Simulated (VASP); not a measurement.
Write the native input for VASP 6.6.1 that does the following.

- Task: single point
- Functional: r2SCAN
- Potentials or basis: VASP PAW PBE potentials, release 64 (Si)
- Cutoff: 520 eV
- k mesh: 8 × 8 × 8
- Occupations: fermi-dirac, width 0.1 eV
- Spin: no spin polarisation
- Dipole correction: no
- Further INCAR settings: ALGO = Normal; EDIFF = 1e-06; NBANDS = 11

Si:

```
Si
1.0
     0.00000    2.73334    2.73334
     2.73334    0.00000    2.73334
     2.73334    2.73334    0.00000
Si
2
Direct
  0.00000 0.00000 0.00000
  0.25000 0.25000 0.25000
```

One way to write it, as run:

POSCAR

```
Si
1.0
    0.0000000000      2.7333360000      2.7333360000
    2.7333360000      0.0000000000      2.7333360000
    2.7333360000      2.7333360000      0.0000000000
Si
2
Direct
    0.0000000000      0.0000000000      0.0000000000
    0.2500000000      0.2500000000      0.2500000000
```

INCAR.step1

```
SYSTEM = Si
PREC = Accurate
ENCUT = 520
ISMEAR = -1
SIGMA = 0.1
LREAL = .False.
LASPH = .True.
NELM = 60
NBANDS = 11
GGA = PE
ALGO = Normal
EDIFF = 1E-4
LWAVE = .True.
LCHARG = .False.
```

INCAR.step2

```
SYSTEM = Si
PREC = Accurate
ENCUT = 520
EDIFF = 1E-6
ISMEAR = -1
SIGMA = 0.1
LREAL = .False.
LASPH = .True.
NELM = 60
ALGO = Normal
ISIF = 2
LWAVE = .False.
LCHARG = .False.
METAGGA = R2SCAN
LMIXTAU = .True.
NBANDS = 11
ISTART = 1
```

KPOINTS

```
regular mesh
0
Gamma
  8 8 8
  0 0 0
```

Potentials or basis: VASP PAW PBE potentials, release 64 (Si).

Command:

```sh
$ cat potpaw_PBE.64/Si/POTCAR > POTCAR
$ cp INCAR.step1 INCAR
$ mpirun -np 1 vasp_std > vasp.out
$ cp INCAR.step2 INCAR
$ mpirun -np 1 vasp_std > vasp.out
```

It gave:

| Item | Value |
| --- | --- |
| Pressure | -1.4 GPa |
| Band gap on the k mesh | 0.84 eV, indirect (least direct gap 2.75 eV) |

Caveat: the PAW data sets were made with another functional, which shifts forces and pressure a little.

Run time: 62 s on 1 thread of Intel Xeon 8259CL (shared host), peak memory 0.16 GiB.
